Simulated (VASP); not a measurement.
Crystal: CoPd.

```xyz
2
Lattice="1.4499 0.8371 4.6255 -1.4499 0.8371 4.6255 0.0000 -1.6742 4.6255" Properties=species:S:1:pos:R:3 pbc="T T T"
Co    0.0000    0.0000    0.0000
Pd    0.0000    0.0000    6.9382
```

Base run:

- Program: VASP 6.6.1
- Functional: PBEsol
- Potentials or basis: VASP PAW PBE potentials, release 64 (Co, Pd)
- Cutoff: 600 eV
- k mesh: 14 × 14 × 14
- Occupations: fermi-dirac, width 0.1 eV
- Spin: collinear spin, ferromagnetic start
- Starting moments: [2.0, 0.0] μB

Its results: pressure -28.6 GPa.

The run is repeated on the same cell with these changes: spin from collinear spin, ferromagnetic start to no spin polarisation; further incar settings from ALGO = Normal; EDIFF = 1e-06; NBANDS = 20 to ALGO = Normal; EDIFF = 1e-06; NBANDS = 16. What comes out?

Pressure -31.7 GPa.

Caveats: the cell stands under tension; the PAW data sets were made with another functional, which shifts forces and pressure a little.
